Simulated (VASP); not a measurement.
# TiSi2 (P-1) in VASP: notebook

The runs below take TiSi2 through single point, with PBEsol.

All numbers are computed with VASP 6.6.1; they aren't measurements. Logs are shortened: lines on timing, memory, paths and dates and some standing lists are left out, and cuts for length are marked.

## (1) The cell of the first run

The typed cell holds 6 atoms: a = 6.016 Å, b = 4.948 Å, c = 4.823 Å, α = 73.36°, β = 51.40°, γ = 49.57°.

## (2) Single point, PBEsol (equal xy, yz and zx shear strains of +3 %)

Input file INCAR:

```
SYSTEM = TiSi2
ALGO = Normal
EDIFF = 1E-7
ENCUT = 520
GGA = PS
ISIF = 2
ISMEAR = -1
LASPH = .True.
LCHARG = .False.
LREAL = .False.
LWAVE = .False.
NBANDS = 29
NELM = 100
PREC = Accurate
SIGMA = 0.08
```

Input file KPOINTS:

```
k-points
0
Gamma
  8 8 8
  0 0 0
```

Input file POSCAR:

```
TiSi2
1.0
    0.1256925000      4.1819225000      4.3232700000
    2.4504225000      0.0997200000      4.2972975000
    2.4482700000      4.1537975000      0.0975675000
Ti Si
2 4
Direct
    0.7500000000      0.7500000000      0.7500000000
    0.5000000000      0.5000000000      0.5000000000
    0.0830000000      0.4170000000      0.0830000000
    0.4170000000      0.0830000000      0.4170000000
    0.1670000000      0.8330000000      0.1670000000
    0.8330000000      0.1670000000      0.8330000000
```

Potentials or basis: VASP PAW PBE potentials, release 64 (Ti_sv, Si).

Launch:

```sh
cat potpaw_PBE.64/Ti_sv/POTCAR potpaw_PBE.64/Si/POTCAR > POTCAR
mpirun -np 1 vasp_std > vasp.out
```

OUTCAR:

```text
SYSTEM = TiSi2
   EDIFF = 1E-7
   ENCUT = 520
   GGA = PS
   ISIF = 2
   ISMEAR = -1
   LASPH = .True.
   LREAL = .False.
   NELM = 100
   PREC = Accurate

 ion  position               nearest neighbor table
   1  0.750  0.750  0.750-   5 2.50   5 2.51   6 2.54   6 2.59   3 2.72   4 2.72   4 2.74   3 2.74
                             4 2.79   3 2.79
   2  0.500  0.500  0.500-   3 2.50   3 2.51   4 2.54   4 2.59   5 2.72   6 2.72   6 2.74   5 2.74
                             6 2.79   5 2.79
   3  0.083  0.417  0.083-   2 2.50   2 2.51   5 2.54   5 2.60   4 2.71   1 2.72   1 2.74   4 2.75
                             4 2.79   1 2.79
   4  0.417  0.083  0.417-   6 2.50   6 2.52   2 2.54   2 2.59   3 2.71   1 2.72   1 2.74   3 2.75
                             3 2.79   1 2.79
   5  0.167  0.833  0.167-   1 2.50   1 2.51   3 2.54   3 2.60   6 2.71   2 2.72   2 2.74   6 2.75
                             6 2.79   2 2.79
   6  0.833  0.167  0.833-   4 2.50   4 2.52   1 2.54   1 2.59   5 2.71   2 2.72   2 2.74   5 2.75
                             5 2.79   2 2.79

  Warning from LATTYP: Got some problem with cell dimensions!
  Tried to take original basis but could not verify dimensions!
  LATTYP: Found a triclinic cell.
 ALAT       =     4.6978102766
 B/A-ratio  =     1.7535516350
 C/A-ratio  =     1.0264364316
 COS(alpha) =     0.0117501215
 COS(beta)  =     0.2482657844
 COS(gamma) =     0.8614248914

  Lattice vectors:

 A1 = (   2.3247300000,  -4.0822025000,  -0.0259725000)
 A2 = (  -0.1235400000,  -8.2360000000,  -0.1235400000)
 A3 = (   2.3225775000,  -0.0281250000,  -4.2257025000)

Analysis of symmetry for initial positions (statically):
=====================================================================
 Subroutine PRICEL returns:
 Original cell was already a primitive cell.

 Routine SETGRP: Setting up the symmetry group for a
 triclinic supercell.

 Subroutine GETGRP returns: Found  2 space group operations
 (whereof  1 operations were pure point group operations)
 out of a pool of  2 trial point group operations.

The static configuration has the point symmetry C_1 .
 The point group associated with its full space group is S_2 .

Analysis of symmetry for dynamics (positions and initial velocities):
=====================================================================
 Subroutine PRICEL returns:
 Original cell was already a primitive cell.

 Routine SETGRP: Setting up the symmetry group for a
 triclinic supercell.

 Subroutine GETGRP returns: Found  2 space group operations
 (whereof  1 operations were pure point group operations)
 out of a pool of  2 trial point group operations.

The dynamic configuration has the point symmetry C_1 .
 The point group associated with its full space group is S_2 .

 Subroutine INISYM returns: Found  2 space group operations
 (whereof  1 operations are pure point group operations),
 and found     1 'primitive' translations

----------------------------------------------------------------------------------------

                                     Primitive cell

  volume of cell :      83.7047

  direct lattice vectors                    reciprocal lattice vectors
     0.125692500  4.181922500  4.323270000    -0.213134622  0.122834922  0.118684074
     2.450422500  0.099720000  4.297297500     0.209665215 -0.126304330  0.116079166
     2.448270000  4.153797500  0.097567500     0.209544316  0.120109115 -0.122274380

  length of vectors
     6.016222893  4.947856133  4.822611231     0.273131278  0.270899721  0.270713953

  position of ions in fractional coordinates (direct lattice)
     0.750000000  0.750000000  0.750000000
     0.500000000  0.500000000  0.500000000
     0.083000000  0.417000000  0.083000000
     0.417000000  0.083000000  0.417000000
     0.167000000  0.833000000  0.167000000
     0.833000000  0.167000000  0.833000000

  ion indices of the primitive-cell ions
   primitive index   ion index
                 1           1
                 2           2
                 3           3
                 4           4
                 5           5
                 6           6

----------------------------------------------------------------------------------------

 KPOINTS: k-points

Automatic generation of k-mesh.
 Grid dimensions read from file:
 generate k-points for:    8    8    8

 Generating k-lattice:

  Cartesian coordinates                     Fractional coordinates (reciprocal lattice)
    -0.026641828  0.015354365  0.014835509     0.125000000  0.000000000 -0.000000000
     0.026208152 -0.015788041  0.014509896     0.000000000  0.125000000  0.000000000
     0.026193040  0.015013639 -0.015284298     0.000000000 -0.000000000  0.125000000

  Length of vectors
     0.034141410  0.033862465  0.033839244

  Shift w.r.t. Gamma in fractional coordinates (k-lattice)
     0.000000000  0.000000000  0.000000000

 Subroutine IBZKPT returns following result:
 ===========================================

 Found    260 irreducible k-points:

 Following reciprocal coordinates:
            Coordinates               Weight
  0.000000  0.000000  0.000000      1.000000
  0.125000  0.000000 -0.000000      2.000000
  0.250000  0.000000 -0.000000      2.000000
  0.375000  0.000000 -0.000000      2.000000
  0.500000  0.000000 -0.000000      1.000000
  0.000000  0.125000  0.000000      2.000000
[... 16 lines left out ...]
  0.125000  0.375000  0.000000      2.000000
  0.250000  0.375000  0.000000      2.000000
 [... further k-points ...]
   k-points           NKPTS =    260   k-points in BZ     NKDIM =    260   number of bands    NBANDS=     29
   number of dos      NEDOS =    301   number of ions     NIONS =      6
   total plane-waves  NPLWV =  69120
   dimension x,y,z NGX =    48 NGY =   40 NGZ =   36
   dimension x,y,z NGXF=    96 NGYF=   80 NGZF=   72
   ions per type =               2   4
   NGX,Y,Z   is equivalent  to a cutoff of  13.26, 13.44, 12.41 a.u.
   NGXF,Y,Z  is equivalent  to a cutoff of  26.53, 26.88, 24.82 a.u.
 SYSTEM =  TiSi2
   PREC   = accura    normal or accurate (medium, high low for compatibility)
   ISTART =      0    job   : 0-new  1-cont  2-samecut
   ICHARG =      2    charge: 1-file 2-atom 10-const
   ISPIN  =      1    spin polarized calculation?
   LNONCOLLINEAR =      F non collinear calculations
   LSORBIT =      F    spin-orbit coupling
   LASPH  =      T    aspherical Exc in radial PAW
   ENCUT  =  520.0 eV  38.22 Ry    6.18 a.u.  11.19  9.20  8.97*2*pi/ulx,y,z
   NELM   =    100;   NELMIN=  2; NELMDL= -5     # of ELM steps
   EDIFF  = 0.1E-06   stopping-criterion for ELM
   LREAL  =      F    real-space projection
   EDIFFG = 0.1E-05   stopping-criterion for IOM
   NSW    =      0    number of steps for IOM
   IBRION =     -1    ionic relax: 0-MD 1-quasi-New 2-CG
   NFREE  =      0    steps in history (QN), initial steepest desc. (CG)
   ISIF   =      2    stress and relaxation
   ISYM   =      2    0-nonsym 1-usesym 2-fastsym
   POTIM  = 0.5000    time-step for ionic-motion
   TEBEG  =    0.0;   TEEND  =   0.0 temperature during run
   PSTRESS=    0.0 pullay stress
   NELECT =      40.0000    total number of electrons
   NUPDOWN=      -1.0000    fix difference up-down
   EMIN   =  10.00;   EMAX   =-10.00  energy-range for DOS
   EFERMI =   0.00;   METHOD = LEGACY
   ISMEAR =    -1;   SIGMA  =   0.08  broadening in eV -4-tet -1-fermi 0-gaus
   EFERMI_NEDOS =   21; number of points for ismear=-14 and -15
   IALGO  =     38    algorithm
   IMIX   =      4    mixing-type and parameters
     AMIX     =   0.40;   BMIX     =  1.00
     AMIX_MAG =   1.60;   BMIX_MAG =  1.00
  volume/ion in A,a.u.               =      13.95        94.14
  Fermi-wavevector in a.u.,A,eV,Ry     =   1.279906  2.418672 22.288522  1.638160
  Thomas-Fermi vector in A             =   2.412365
   LORBIT       =      0    0 simple, 1 ext, 2 COOP (PROOUT), +10 PAW based schemes
   GGA     = PS    functional components
   LHFCALC =     F    Hartree Fock is set to
   AEXX    =    0.0000 exact exchange contribution
   IVDW    =     0    specifies the selected vdW correction
   LEPSILON=     F    determine dielectric tensor
   LRPA    =     F    only Hartree local field effects (RPA)
 non-spin polarized calculation
  energy-cutoff  :      520.00
  volume of cell :       83.70
 maximum number of plane-waves:      2273
 NGX is ok and might be reduce to    48
   NGX = 23   NGY = 19   NGZ = 17

 number of electron      40.0000004 magnetization

 Free energy of the ion-electron system (eV)
  ---------------------------------------------------
  ext. energy  EPLUGINS =         0.00000000
  ---------------------------------------------------
  free energy    TOTEN  =       -43.60370447 eV

  energy without entropy =      -43.55929097  energy(sigma->0) =      -43.58149772

 E-fermi :  10.1471     XC(G=0): -11.8316

 val. band max:       10.1459003922   @ k =  -0.1250   0.3750   0.2500
 cond. band min:      10.1477283068   @ k =   0.0000   0.2500   0.3750
 fundamental gap:      0.0018279146
 Fermi energy:        10.1471331288

 k-point     1 :       0.0000    0.0000    0.0000
  band No.  band energies     occupation
      1     -45.8621      2.00000
      2     -45.8319      2.00000
      3     -22.3604      2.00000
      4     -22.3401      2.00000
      5     -22.2629      2.00000
      6     -22.2602      2.00000
[... 21 lines left out ...]
     28      13.8583      0.00000
     29      14.0438      0.00000

 k-point     2 :       0.1250    0.0000   -0.0000
  band No.  band energies     occupation
      1     -45.8612      2.00000
      2     -45.8327      2.00000
      3     -22.3597      2.00000
      4     -22.3402      2.00000
      5     -22.2720      2.00000
      6     -22.2549      2.00000
[... 21 lines left out ...]
     28      13.8938      0.00000
     29      14.1100      0.00000

 k-point     3 :       0.2500    0.0000   -0.0000
  band No.  band energies     occupation
      1     -45.8587      2.00000
      2     -45.8350      2.00000
      3     -22.3595      2.00000
      4     -22.3383      2.00000
      5     -22.2862      2.00000
      6     -22.2527      2.00000
[... 638 lines left out ...]
      5     -22.2926      2.00000
      6     -22.2540      2.00000
[... 21 lines left out ...]
     28      14.3457      0.00000
     29      14.5978      0.00000

 k-point    24 :       0.2500    0.3750    0.0000
  band No.  band energies     occupation
      1     -45.8548      2.00000
      2     -45.8390      2.00000
      3     -22.3460      2.00000
      4     -22.3226      2.00000
      5     -22.2921      2.00000
      6     -22.2664      2.00000
[... 21 lines left out ...]
     28      14.3015      0.00000
     29      14.3360      0.00000

 [... further k-points ...]
[... 5 lines left out ...]
  --------------------------------------------------------------------------------------
  -------------------------------------------------------------------------------------
  Total       -0.2552573     -0.9533508     -0.6640707     -2.0172777     -1.4627434     -2.4258111
  in kB       -4.8858350    -18.2479192    -12.7108611    -38.6123574    -27.9981138    -46.4320222
  external PRESSURE =     -11.9482051 kB  Pullay stress =       0.0000000 kB

 VOLUME and BASIS-vectors are now :
 -----------------------------------------------------------------------------
  energy-cutoff  :      520.00
  volume of cell :       83.70
      direct lattice vectors                 reciprocal lattice vectors
     0.125692500  4.181922500  4.323270000    -0.213134622  0.122834922  0.118684074
     2.450422500  0.099720000  4.297297500     0.209665215 -0.126304330  0.116079166
     2.448270000  4.153797500  0.097567500     0.209544316  0.120109115 -0.122274380

 POSITION                                       TOTAL-FORCE (eV/Angst)
 -----------------------------------------------------------------------------------
      3.76829      6.32658      6.53860         0.185419      0.189356      0.140671
      2.51219      4.21772      4.35907        -0.185419     -0.189356     -0.140671
      1.23547      0.73345      2.15890         0.066082      0.263808     -0.038479
      1.27673      3.48427      2.20016         0.099283     -0.079512      0.103435
      2.47105      1.47513      4.31793        -0.066082     -0.263808      0.038479
      2.55333      6.96031      4.40021        -0.099283      0.079512     -0.103435
 -----------------------------------------------------------------------------------
    total drift:                               -0.000000     -0.000000     -0.000000

  FREE ENERGIE OF THE ION-ELECTRON SYSTEM (eV)
  ---------------------------------------------------
  free  energy   TOTEN  =       -43.6037044685 eV

  energy  without entropy=      -43.5592909725  energy(sigma->0) =      -43.58149772
```

It took 25 min on 1 thread of Intel Xeon 8259CL, shared host; peak memory 0.62 GiB.

What came out:

```yaml
Free_energy: -43.6037 eV
Pressure: -1.2 GPa
Largest_force: 0.300 eV/Å
Band_gap_on_the_k_mesh: zero (bands 20 and 21 overlap by 1.83 eV)
```

Forces in eV/Å, atoms in the order of the input:
```
Ti   0.185  0.189  0.141
Ti  -0.185 -0.189 -0.141
Si   0.066  0.264 -0.038
Si   0.099 -0.080  0.103
Si  -0.066 -0.264  0.038
Si  -0.099  0.080 -0.103
```

Caveat: the cell differs from its parent crystal (equal xy, yz and zx shear strains of +3 %); the PAW data sets were made with another functional, which shifts forces and pressure a little.

## (3) Single point, PBEsol (equal xy, yz and zx shear strains of +1 %)

Input file INCAR:

```
PREC = Accurate ; ENCUT = 520
EDIFF = 1E-7 ; ISMEAR = -1
SIGMA = 0.08 ; LREAL = F
LASPH = T ; NELM = 100
ALGO = Normal ; ISIF = 2
LWAVE = F ; LCHARG = F
GGA = PS ; NBANDS = 29
```

Input file KPOINTS:

```
Automatic mesh
0
Gamma
  8 8 8
```

Changes to POSCAR since step 2:

```diff
@@ -2,5 +2,5 @@
 1.0
-    0.1256925000      4.1819225000      4.3232700000
-    2.4504225000      0.0997200000      4.2972975000
-    2.4482700000      4.1537975000      0.0975675000
+    0.0418975000      4.1393075000      4.2820900000
+    2.4078075000      0.0332400000      4.2734325000
+    2.4070900000      4.1299325000      0.0325225000
 Ti Si
```

Potentials or basis: VASP PAW PBE potentials, release 64 (Ti_sv, Si).

Launch:

```sh
cat potpaw_PBE.64/Ti_sv/POTCAR potpaw_PBE.64/Si/POTCAR > POTCAR
mpirun -np 1 vasp_std > vasp.out
```

Wall time 5.4 min (1 thread of Intel Xeon 6975P-C (Granite Rapids), shared host); peak memory 0.61 GiB.

It converged, with:

| Property | Result |
| --- | --- |
| Free energy | -43.6818 eV |
| Pressure | -1.6 GPa |
| Largest force | 0.205 eV/Å |
| Band gap on the k mesh | zero (bands 20 and 21 overlap by 1.84 eV) |

Forces on the atoms (eV/Å):
```
Ti   0.064  0.065  0.055
Ti  -0.064 -0.065 -0.055
Si   0.023  0.204 -0.008
Si   0.032 -0.142  0.045
Si  -0.023 -0.204  0.008
Si  -0.032  0.142 -0.045
```

Stress tensor (GPa, compression positive):
```
-0.93 -1.30 -1.57
-1.30 -1.92 -0.95
-1.57 -0.95 -1.81
```

Levels at points of the mesh, in eV from the Fermi level:
| k point | band 18 | band 19 | band 20 | band 21 | band 22 | band 23 |
| --- | --- | --- | --- | --- | --- | --- |
| (0.00, 0.00, 0.00) | -1.92 | -1.71 | -1.50 | -0.94 | 2.01 | 3.20 |
| (0.50, 0.00, 0.00) | -1.07 | -0.03 | 0.21 | 1.06 | 1.37 | 1.86 |
| (0.00, 0.50, 0.00) | -1.05 | -0.07 | 0.14 | 1.05 | 1.35 | 1.69 |
| (0.50, 0.50, 0.00) | -1.56 | -1.06 | -1.02 | 0.79 | 0.81 | 3.20 |
| (0.00, 0.00, 0.50) | -1.12 | -0.10 | 0.15 | 1.07 | 1.38 | 1.74 |
| (0.50, 0.00, 0.50) | -2.37 | -0.88 | -0.84 | 1.25 | 1.27 | 3.26 |
| (0.00, 0.50, 0.50) | -1.23 | -0.66 | -0.65 | 0.90 | 0.94 | 2.27 |
| (0.50, 0.50, 0.50) | -1.13 | -0.03 | 0.14 | 0.99 | 1.32 | 1.81 |

Caveat: the cell differs from its parent crystal (equal xy, yz and zx shear strains of +1 %); the PAW data sets were made with another functional, which shifts forces and pressure a little.
